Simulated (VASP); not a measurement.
# TePb (Fm-3m) in VASP: notebook

The runs below take TePb through single point, with PBE+D4, PBE, LDA.

Everything below comes from runs of VASP 6.6.1. Logs are shortened: lines on timing, memory, paths and dates and some standing lists are left out, and cuts for length are marked.

## Step 1: The cell of the first run

The structure is cubic, space group Fm-3m (No. 225). Conventional cell: a = 6.505 Å, b = 6.505 Å, c = 6.505 Å, α = 90.00°, β = 90.00°, γ = 90.00°. Pb (site symmetry m-3m) has 6 Te at 3.25 Å within 4.3 Å. Within 4.3 Å of Te (site symmetry m-3m) lie 6 Pb at 3.25 Å.

## Step 2: Single point, PBE+D4

INCAR reads:

```
ALGO = Normal
EDIFF = 1E-6
ENCUT = 520
GGA = PE
ISIF = 2
ISMEAR = -1
IVDW = 13
LASPH = T
LCHARG = F
LREAL = F
LWAVE = F
NBANDS = 17
NELM = 60
PREC = Accurate
SIGMA = 0.05
```

KPOINTS reads:

```
k-points
0
Gamma
  7 7 7
```

POSCAR reads:

```
TePb
1.0
    0.0000000000      3.2523979746      3.2523979746
    3.2523979746      0.0000000000      3.2523979746
    3.2523979746      3.2523979746      0.0000000000
Pb Te
1 1
Direct
    0.0000000000      0.0000000000      0.0000000000
    0.5000000000      0.5000000000      0.5000000000
```

Potentials or basis: VASP PAW PBE potentials, release 64 (Pb_d, Te).

Launch:

```sh
$ cat potpaw_PBE.64/Pb_d/POTCAR potpaw_PBE.64/Te/POTCAR > POTCAR
$ mpirun -np 1 vasp_std > vasp.out
```

OUTCAR:

```text
EDIFF = 1E-6
   ENCUT = 520
   GGA = PE
   ISIF = 2
   ISMEAR = -1
   IVDW = 13
   LASPH = T
   LREAL = F
   NELM = 60
   PREC = Accurate

 ion  position               nearest neighbor table
   1  0.000  0.000  0.000-   2 3.25   2 3.25   2 3.25   2 3.25   2 3.25   2 3.25
   2  0.500  0.500  0.500-   1 3.25   1 3.25   1 3.25   1 3.25   1 3.25   1 3.25

  LATTYP: Found a face centered cubic cell.
 ALAT       =     6.5047959492

  Lattice vectors:

 A1 = (   0.0000000000,   3.2523979746,   3.2523979746)
 A2 = (   3.2523979746,   0.0000000000,   3.2523979746)
 A3 = (   3.2523979746,   3.2523979746,   0.0000000000)

Analysis of symmetry for initial positions (statically):
=====================================================================
 Subroutine PRICEL returns:
 Original cell was already a primitive cell.

 Routine SETGRP: Setting up the symmetry group for a
 face centered cubic supercell.

 Subroutine GETGRP returns: Found 48 space group operations
[... 9 lines left out ...]

 Routine SETGRP: Setting up the symmetry group for a
 face centered cubic supercell.

 Subroutine GETGRP returns: Found 48 space group operations
[... 11 lines left out ...]
                                     Primitive cell

  volume of cell :      68.8083

  direct lattice vectors                    reciprocal lattice vectors
     0.000000000  3.252397975  3.252397975    -0.153732724  0.153732724  0.153732724
     3.252397975  0.000000000  3.252397975     0.153732724 -0.153732724  0.153732724
     3.252397975  3.252397975  0.000000000     0.153732724  0.153732724 -0.153732724

  length of vectors
     4.599585326  4.599585326  4.599585326     0.266272889  0.266272889  0.266272889

  position of ions in fractional coordinates (direct lattice)
     0.000000000  0.000000000  0.000000000
     0.500000000  0.500000000  0.500000000

  ion indices of the primitive-cell ions
   primitive index   ion index
                 1           1
                 2           2

----------------------------------------------------------------------------------------

 KPOINTS: k-points

Automatic generation of k-mesh.
 Grid dimensions read from file:
 generate k-points for:    7    7    7

 Generating k-lattice:

  Cartesian coordinates                     Fractional coordinates (reciprocal lattice)
    -0.021961818  0.021961818  0.021961818     0.142857143  0.000000000  0.000000000
     0.021961818 -0.021961818  0.021961818     0.000000000  0.142857143  0.000000000
     0.021961818  0.021961818 -0.021961818     0.000000000  0.000000000  0.142857143

  Length of vectors
     0.038038984  0.038038984  0.038038984

  Shift w.r.t. Gamma in fractional coordinates (k-lattice)
     0.000000000  0.000000000  0.000000000

 Subroutine IBZKPT returns following result:
 ===========================================

 Found     20 irreducible k-points:

 Following reciprocal coordinates:
            Coordinates               Weight
  0.000000  0.000000  0.000000      1.000000
  0.142857  0.000000  0.000000      8.000000
  0.285714  0.000000  0.000000      8.000000
  0.428571  0.000000  0.000000      8.000000
  0.142857  0.142857  0.000000      6.000000
  0.285714  0.142857  0.000000     24.000000
[... 12 lines left out ...]
 -0.428571  0.428571  0.142857     24.000000
 -0.285714  0.428571  0.142857     24.000000
   k-points           NKPTS =     20   k-points in BZ     NKDIM =     20   number of bands    NBANDS=     17
   number of dos      NEDOS =    301   number of ions     NIONS =      2
   total plane-waves  NPLWV =  46656
   dimension x,y,z NGX =    36 NGY =   36 NGZ =   36
   dimension x,y,z NGXF=    72 NGYF=   72 NGZF=   72
   ions per type =               1   1
   NGX,Y,Z   is equivalent  to a cutoff of  13.01, 13.01, 13.01 a.u.
   NGXF,Y,Z  is equivalent  to a cutoff of  26.02, 26.02, 26.02 a.u.
 SYSTEM =  unknown system
   PREC   = accura    normal or accurate (medium, high low for compatibility)
   ISTART =      0    job   : 0-new  1-cont  2-samecut
   ICHARG =      2    charge: 1-file 2-atom 10-const
   ISPIN  =      1    spin polarized calculation?
   LNONCOLLINEAR =      F non collinear calculations
   LSORBIT =      F    spin-orbit coupling
   LASPH  =      T    aspherical Exc in radial PAW
   ENCUT  =  520.0 eV  38.22 Ry    6.18 a.u.   8.55  8.55  8.55*2*pi/ulx,y,z
   NELM   =     60;   NELMIN=  2; NELMDL= -5     # of ELM steps
   EDIFF  = 0.1E-05   stopping-criterion for ELM
   LREAL  =      F    real-space projection
   EDIFFG = 0.1E-04   stopping-criterion for IOM
   NSW    =      0    number of steps for IOM
   IBRION =     -1    ionic relax: 0-MD 1-quasi-New 2-CG
   NFREE  =      0    steps in history (QN), initial steepest desc. (CG)
   ISIF   =      2    stress and relaxation
   ISYM   =      2    0-nonsym 1-usesym 2-fastsym
   POTIM  = 0.5000    time-step for ionic-motion
   TEBEG  =    0.0;   TEEND  =   0.0 temperature during run
   PSTRESS=    0.0 pullay stress
   NELECT =      20.0000    total number of electrons
   NUPDOWN=      -1.0000    fix difference up-down
   EMIN   =  10.00;   EMAX   =-10.00  energy-range for DOS
   EFERMI =   0.00;   METHOD = LEGACY
   ISMEAR =    -1;   SIGMA  =   0.05  broadening in eV -4-tet -1-fermi 0-gaus
   EFERMI_NEDOS =   21; number of points for ismear=-14 and -15
   IALGO  =     38    algorithm
   IMIX   =      4    mixing-type and parameters
     AMIX     =   0.40;   BMIX     =  1.00
     AMIX_MAG =   1.60;   BMIX_MAG =  1.00
  volume/ion in A,a.u.               =      34.40       232.17
  Fermi-wavevector in a.u.,A,eV,Ry     =   1.084437  2.049290 16.000512  1.176004
  Thomas-Fermi vector in A             =   2.220527
   LORBIT       =      0    0 simple, 1 ext, 2 COOP (PROOUT), +10 PAW based schemes
   GGA     = PE    functional components
   LHFCALC =     F    Hartree Fock is set to
   AEXX    =    0.0000 exact exchange contribution
   IVDW    =    13    specifies the selected vdW correction
   LEPSILON=     F    determine dielectric tensor
   LRPA    =     F    only Hartree local field effects (RPA)
 non-spin polarized calculation
  energy-cutoff  :      520.00
  volume of cell :       68.81
 maximum number of plane-waves:      1868
 NGX is ok and might be reduce to    36
   NGX = 17   NGY = 17   NGZ = 17

 number of electron      20.0000003 magnetization

 Free energy of the ion-electron system (eV)
  ---------------------------------------------------
  ext. energy  EPLUGINS =         0.00000000
  ---------------------------------------------------
  free energy    TOTEN  =        -7.51649667 eV

  energy without entropy =       -7.51649469  energy(sigma->0) =       -7.51649568

 E-fermi :   5.7966     XC(G=0):  -9.2118

 val. band max:        5.2684626965   @ k =   0.4286   0.0000   0.0000
 cond. band min:       6.3081543525   @ k =   0.4286   0.0000   0.0000
 fundamental gap:      1.0396916560
 Fermi energy:         5.7966402995

 k-point     1 :       0.0000    0.0000    0.0000
  band No.  band energies     occupation
      1     -11.3176      2.00000
      2     -11.3176      2.00000
      3     -11.3099      2.00000
      4     -11.3099      2.00000
      5     -11.3099      2.00000
      6      -6.4863      2.00000
[... 9 lines left out ...]
     16      11.2123      0.00000
     17      12.8072      0.00000

 k-point     2 :       0.1429    0.0000    0.0000
  band No.  band energies     occupation
      1     -11.3198      2.00000
      2     -11.3198      2.00000
      3     -11.3094      2.00000
      4     -11.3073      2.00000
      5     -11.3073      2.00000
      6      -6.3168      2.00000
[... 9 lines left out ...]
     16      11.5844      0.00000
     17      14.0137      0.00000

 k-point     3 :       0.2857    0.0000    0.0000
  band No.  band energies     occupation
      1     -11.3256      2.00000
      2     -11.3256      2.00000
      3     -11.3084      2.00000
      4     -11.3004      2.00000
      5     -11.3004      2.00000
      6      -5.8391      2.00000
[... 9 lines left out ...]
     16      12.5937      0.00000
     17      16.0466      0.00000

 k-point     4 :       0.4286    0.0000    0.0000
  band No.  band energies     occupation
      1     -11.3305      2.00000
      2     -11.3305      2.00000
      3     -11.3076      2.00000
      4     -11.2947      2.00000
      5     -11.2947      2.00000
      6      -5.2362      2.00000
[... 9 lines left out ...]
     16      14.0853      0.00000
     17      15.3158      0.00000

 k-point     5 :       0.1429    0.1429    0.0000
  band No.  band energies     occupation
      1     -11.3251      2.00000
      2     -11.3157      2.00000
      3     -11.3116      2.00000
      4     -11.3056      2.00000
      5     -11.3056      2.00000
      6      -6.2609      2.00000
[... 9 lines left out ...]
     16      12.2101      0.00000
     17      13.2794      0.00000

 k-point     6 :       0.2857    0.1429    0.0000
  band No.  band energies     occupation
      1     -11.3331      2.00000
      2     -11.3177      2.00000
      3     -11.3113      2.00000
      4     -11.3012      2.00000
      5     -11.2992      2.00000
      6      -5.8882      2.00000
[... 9 lines left out ...]
     16      13.2472      0.00000
     17      14.6235      0.00000
[... 201 lines left out ...]
 k-point    17 :       0.4286    0.2857    0.1429
  band No.  band energies     occupation
      1     -11.3418      2.00000
      2     -11.3190      2.00000
      3     -11.3105      2.00000
      4     -11.2961      2.00000
      5     -11.2960      2.00000
      6      -5.4639      2.00000
[... 9 lines left out ...]
     16      14.2489      0.00000
     17      15.0757      0.00000

 k-point    18 :      -0.4286    0.2857    0.1429
  band No.  band energies     occupation
      1     -11.3461      2.00000
      2     -11.3227      2.00000
      3     -11.3056      2.00000
      4     -11.2983      2.00000
      5     -11.2913      2.00000
      6      -4.9766      2.00000
[... 9 lines left out ...]
     16      14.7582      0.00000
     17      15.7225      0.00000

 k-point    19 :      -0.4286    0.4286    0.1429
  band No.  band energies     occupation
      1     -11.3611      2.00000
      2     -11.3143      2.00000
      3     -11.3127      2.00000
      4     -11.2929      2.00000
      5     -11.2873      2.00000
      6      -4.8814      2.00000
[... 9 lines left out ...]
     16      15.4973      0.00000
     17      16.3085      0.00000

 k-point    20 :      -0.2857    0.4286    0.1429
  band No.  band energies     occupation
      1     -11.3554      2.00000
      2     -11.3192      2.00000
      3     -11.3057      2.00000
      4     -11.2992      2.00000
      5     -11.2874      2.00000
      6      -4.7579      2.00000
[... 9 lines left out ...]
     16      15.6721      0.00000
     17      16.0931      0.00000

------------------------ aborting loop because EDIFF is reached ----------------------------------------

  DFT-D4 for vdW energy calculation

  Edisp (eV):   -0.85984

  FORCE on cell =-STRESS in cart. coord.  units (eV):
  Direction    XX          YY          ZZ          XY          YZ          ZX
  --------------------------------------------------------------------------------------
  -------------------------------------------------------------------------------------
  Total      -0.28170    -0.28170    -0.28170    -0.00000     0.00000     0.00000
  in kB      -6.55922    -6.55922    -6.55922    -0.00000     0.00000     0.00000
  external pressure =       -6.56 kB  Pullay stress =        0.00 kB

 VOLUME and BASIS-vectors are now :
 -----------------------------------------------------------------------------
  energy-cutoff  :      520.00
  volume of cell :       68.81
      direct lattice vectors                 reciprocal lattice vectors
     0.000000000  3.252397975  3.252397975    -0.153732724  0.153732724  0.153732724
     3.252397975  0.000000000  3.252397975     0.153732724 -0.153732724  0.153732724
     3.252397975  3.252397975  0.000000000     0.153732724  0.153732724 -0.153732724

 POSITION                                       TOTAL-FORCE (eV/Angst)
 -----------------------------------------------------------------------------------
      0.00000      0.00000      0.00000         0.000000     -0.000000      0.000000
      3.25240      3.25240      3.25240        -0.000000      0.000000     -0.000000
 -----------------------------------------------------------------------------------
    total drift:                               -0.000000      0.000000      0.000000

  FREE ENERGIE OF THE ION-ELECTRON SYSTEM (eV)
  ---------------------------------------------------
  free  energy   TOTEN  =        -8.3763383853 eV

  energy  without entropy=       -8.3763364017  energy(sigma->0) =       -8.37633739
```

It took 52 s on 1 thread of AMD EPYC 7R13, shared host; peak memory 0.18 GiB.

What came out:

```
Free energy                : -8.3763 eV
Pressure                   : -0.7 GPa
Dispersion energy per atom : -0.430 eV
```

Levels at points of the mesh, in eV from the Fermi level:
```csv
k point,band 6,band 7,band 8,band 9,band 10,band 11,band 12,band 13,band 14,band 15
"(0.00, 0.00, 0.00)",-12.28,-6.07,-1.70,-1.70,-1.70,3.63,3.63,3.63,5.42,5.42
```

Caveat: this odd mesh misses L, where the gap lies, so gap, dielectric constants and Born charges aren't listed; spin-orbit coupling is left out, which moves the levels of the heavy elements.

## Step 3: Single point, PBE

This run uses another cell than the first one, of 33.73 Å³/atom, 0.980 times its volume.

INCAR, as its differences from that of step 2:

```diff
@@ -6,3 +6,2 @@
 ISMEAR = -1
-IVDW = 13
 LASPH = T
@@ -12,3 +11,3 @@
 NBANDS = 17
-NELM = 60
+NELM = 100
 PREC = Accurate
```

KPOINTS reads:

```
k-points
0
Gamma
  3 3 3
```

POSCAR reads:

```
TePb
1.0
    0.0000000000      3.2310000000      3.2310000000
    3.2310000000      0.0000000000      3.2310000000
    3.2310000000      3.2310000000      0.0000000000
Pb Te
1 1
Direct
    0.0000000000      0.0000000000      0.0000000000
    0.5000000000      0.5000000000      0.5000000000
```

Potentials or basis: VASP PAW PBE potentials, release 64 (Pb_d, Te).

Launch:

```sh
$ cat potpaw_PBE.64/Pb_d/POTCAR potpaw_PBE.64/Te/POTCAR > POTCAR
$ mpirun -np 1 vasp_std > vasp.out
```

Wall time 5.4 s (1 thread of Intel Xeon 6975P-C (Granite Rapids), shared host); peak memory 0.19 GiB.

The run converged. Its results:

- Free energy: -7.5494 eV
- Pressure: 2.0 GPa

Levels at points of the mesh, in eV from the Fermi level:
```csv
k point,band 6,band 7,band 8,band 9,band 10,band 11,band 12,band 13,band 14,band 15
"(0.00, 0.00, 0.00)",-12.56,-6.13,-1.89,-1.89,-1.89,3.54,3.54,3.54,5.25,5.25
```

Caveat: the k points lie up to 0.56 Å⁻¹ apart; this odd mesh misses L, where the gap lies, so gap, dielectric constants and Born charges aren't listed; spin-orbit coupling is left out, which moves the levels of the heavy elements.

(Continued in part 2 of 3.)
